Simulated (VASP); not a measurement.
## As: single point with r2SCAN

Crystal: As.

```xyz
2
Lattice="1.7951 1.0364 5.0543 -1.7951 1.0364 5.0543 0.0000 -2.0728 5.0543" Properties=species:S:1:pos:R:3 pbc="T T T"
As    0.0000    0.0000   11.9534
As    0.0000    0.0000    3.2094
```

```json
{
 "Program": "VASP 6.6.1",
 "Task": "single point",
 "Functional": "r2SCAN",
 "Potentials or basis": "VASP PAW PBE potentials, release 64 (As)",
 "Cutoff": "520 eV",
 "k mesh": "6 × 6 × 6",
 "Occupations": "fermi-dirac, width 0.1 eV",
 "Spin": "no spin polarisation",
 "Dipole correction": "no",
 "Further INCAR settings": "ALGO = Normal; EDIFF = 1e-06; NBANDS = 12"
}
```

```yaml
Pressure: 0.2 GPa
Largest_force: 0.035 eV/Å
```

Forces in eV/Å, atoms in the order of the input:
```
As   0.000  0.000 -0.035
As   0.000  0.000  0.035
```

Stress tensor (GPa, compression positive):
```
0.30 0.00 0.00
0.00 0.30 0.00
0.00 0.00 0.09
```

Levels at points of the mesh, in eV from the Fermi level:
| k point | band 3 | band 4 | band 5 | band 6 | band 7 | band 8 |
| --- | --- | --- | --- | --- | --- | --- |
| (0.00, 0.00, 0.00) | -2.56 | -1.21 | -1.21 | 1.69 | 2.73 | 2.73 |
| (0.50, 0.00, 0.00) | -4.44 | -3.14 | -2.20 | 0.78 | 1.53 | 3.54 |
| (0.50, 0.50, 0.00) | -4.78 | -3.23 | -3.11 | 1.50 | 3.59 | 4.12 |
| (0.50, 0.50, 0.50) | -1.19 | -1.19 | -0.18 | 0.98 | 2.57 | 2.57 |

Run time: 3.4 min on 1 thread of Intel Xeon 8259CL (shared host), peak memory 0.27 GiB.

Caveat: the PAW data sets were made with another functional, which shifts forces and pressure a little.
